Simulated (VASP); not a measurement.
AlRu: relaxation of cell and atoms with PBE

AlRu:

```xyz
8
Lattice="4.7051 0.1213 0.2927 0.1213 4.5068 0.0752 0.2927 0.0752 5.1368" Properties=species:S:1:pos:R:3 pbc="T T T"
Al    0.1655    1.2378    0.8459
Al    0.2421    1.4492    3.5812
Al    1.5789    3.9165    1.3687
Al    2.7145    1.3256    4.7203
Ru    4.0079    3.5124    5.4025
Ru    2.4432    1.6479    2.1435
Ru    1.6759    3.6594    3.9597
Ru    4.0871    3.9172    2.7790
```

```json
{"Program": "VASP 6.6.1", "Task": "relaxation of cell and atoms", "Functional": "PBE", "Potentials or basis": "VASP PAW PBE potentials, release 64 (Al, Ru_pv)", "Cutoff": "600 eV", "k mesh": "3 × 3 × 3", "Occupations": "gaussian, width 0.1 eV", "Spin": "no spin polarisation", "Dipole correction": "no", "Further INCAR settings": "ALGO = Normal; EDIFF = 1e-07; ISYM = 0; IBRION = 2; EDIFFG = -0.04; NSW = 90; ISIF = 3"}
```

```json
{"Relaxed volume": "14.09 Å³/atom", "Relaxed cell": "a = 4.937 Å, b = 4.223 Å, c = 5.426 Å, α = 90.06°, β = 85.16°, γ = 89.98°", "Space group after relaxing (to 0.05 Å)": "Pm (No. 6)", "Energy gained by relaxing": "219.4 meV/atom", "Ionic steps": "53", "Pressure after relaxing": "0.1 GPa", "Largest force after relaxing": "0.036 eV/Å", "Band gap on the k mesh": "zero (band 34 reaches 10.67 eV, above the bottom of band 35 at 10.45 eV)"}
```

Forces on the atoms (eV/Å):
```
Al  -0.004  0.026 -0.005
Al  -0.009 -0.020 -0.023
Al   0.010  0.009 -0.001
Al  -0.007 -0.007  0.001
Ru  -0.001  0.005  0.010
Ru  -0.027  0.002  0.002
Ru   0.019 -0.021  0.021
Ru   0.018  0.005 -0.005
```

Stress tensor (GPa, compression positive):
```
 0.13  0.02 -0.01
 0.02  0.03  0.00
-0.01  0.00  0.12
```

The path:
```
step  energy change (eV)  largest force (eV/Å)  pressure (GPa)  volume (Å³)
   1              0.0000                3.1600           10.53       108.44
   3             -1.1008                0.9831           -8.18       118.61
   5             -1.4389                0.7639            0.81       112.79
   7             -1.5870                0.5065            0.60       112.60
   9             -1.6510                0.3299           -2.32       114.11
  11             -1.6754                0.2574            0.66       112.28
  13             -1.6924                0.1631            0.09       112.56
  15             -1.6987                0.0955           -0.44       112.94
  17             -1.7008                0.0791            0.45       112.45
  19             -1.7033                0.0673           -0.03       112.76
  21             -1.7049                0.0613           -0.17       112.85
  23             -1.7060                0.0729            0.35       112.56
  25             -1.7082                0.0968           -0.23       112.94
  27             -1.7088                0.1109           -0.38       113.04
  29             -1.7126                0.1281           -0.30       113.05
  31             -1.7131                0.3233            0.14       113.06
  33             -1.7206                0.2127           -0.01       113.02
  35             -1.7293                0.1670           -0.08       113.09
  37             -1.7351                0.1410           -0.96       113.58
  39             -1.7361                0.2109            0.51       112.69
  41             -1.7398                0.1434           -0.06       113.02
  43             -1.7414                0.2276            1.15       112.30
  45             -1.7446                0.1055            0.36       112.75
  47             -1.7479                0.1242           -0.34       113.11
  49             -1.7510                0.1316            0.36       112.56
  51             -1.7542                0.0647            0.01       112.78
  53             -1.7555                0.0355            0.09       112.72
```

Final structure:
```
CELL_PARAMETERS angstrom
4.93223 -0.01203 0.22267
0.01205 4.22255 -0.00001
0.21341 -0.00637 5.42202
ATOMIC_POSITIONS crystal
Al 0.96804 0.30162 0.21764
Al 0.02504 0.30433 0.70225
Al 0.29468 0.80225 0.19568
Al 0.51339 0.30294 0.89260
Ru 0.79386 0.80143 0.99372
Ru 0.47791 0.30300 0.38326
Ru 0.31283 0.80422 0.70375
Ru 0.81021 0.80322 0.49230
```

Levels at points of the mesh, in eV from the Fermi level:
```tsv
k point	band 30	band 31	band 32	band 33	band 34	band 35	band 36	band 37	band 38	band 39
(0.00, 0.00, 0.00)	-1.03	-0.54	-0.32	-0.02	0.06	0.20	0.20	1.37	1.73	2.95
```

Wall time 29 min on 1 thread of AMD EPYC 9R45 96-Core Processor (Zen 5) (shared host), peak memory 0.23 GiB.

Caveat: the k points lie up to 0.50 Å⁻¹ apart in the final cell.
